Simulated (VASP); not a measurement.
Write the native input for VASP 6.6.1 that does the following.

```
Task                   : single point
Functional             : PBEsol
Potentials or basis    : VASP PAW PBE potentials, release 64 (Si, Mo_sv)
Cutoff                 : 520 eV
k mesh                 : 8 × 8 × 8
Occupations            : gaussian, width 0.15 eV
Spin                   : no spin polarisation
Dipole correction      : no
Further INCAR settings : ALGO = Fast; EDIFF = 1e-06; NBANDS = 56
```

The structure of SiMo3 lies in POSCAR:

```
SiMo3
1.0
    4.7886613896      0.0000000000      0.0000000000
    0.0000000000      4.7886613896      0.0000000000
    0.0000000000      0.0000000000      4.8615851671
Si Mo
2 6
Direct
    0.0000000000      0.0000000000      0.0000000000
    0.5000000000      0.5000000000      0.5000000000
    0.2500000000      0.0000000000      0.5000000000
    0.5000000000      0.7500000000      0.0000000000
    0.7500000000      0.0000000000      0.5000000000
    0.5000000000      0.2500000000      0.0000000000
    0.0000000000      0.5000000000      0.7500000000
    0.0000000000      0.5000000000      0.2500000000
```

This cell differs from its parent crystal: strain -0.0150 x Voigt [1, 1, 0, 0, 0, 0].

The input as run:

INCAR

```
ALGO = Fast ; EDIFF = 1E-6
ENCUT = 520 ; GGA = PS
ISIF = 2 ; ISMEAR = 0
LASPH = True ; LCHARG = False
LREAL = False ; LWAVE = False
NBANDS = 56 ; NELM = 60
PREC = Accurate ; SIGMA = 0.15
```

KPOINTS

```
k-points
0
Gamma
  8 8 8
```

Potentials or basis: VASP PAW PBE potentials, release 64 (Si, Mo_sv).

Launch:

```sh
$ cat potpaw_PBE.64/Si/POTCAR potpaw_PBE.64/Mo_sv/POTCAR > POTCAR
$ mpirun -np 1 vasp_std > vasp.out
```

Results of the run:

```
Pressure               : 9.5 GPa
Largest force          : 0.013 eV/Å
Band gap on the k mesh : zero (bands 46 and 47 overlap by 2.48 eV)
```

Caveat: the cell differs from its parent crystal (strain -0.0150 x Voigt [1, 1, 0, 0, 0, 0]); the stress differs along the axes, from 5 to 11 GPa; the PAW data sets were made with another functional, which shifts forces and pressure a little.

It took 4.1 min on 1 thread of Intel(R) Xeon(R) 6975P-C (Granite Rapids), on a shared host, peak memory 0.43 GiB.
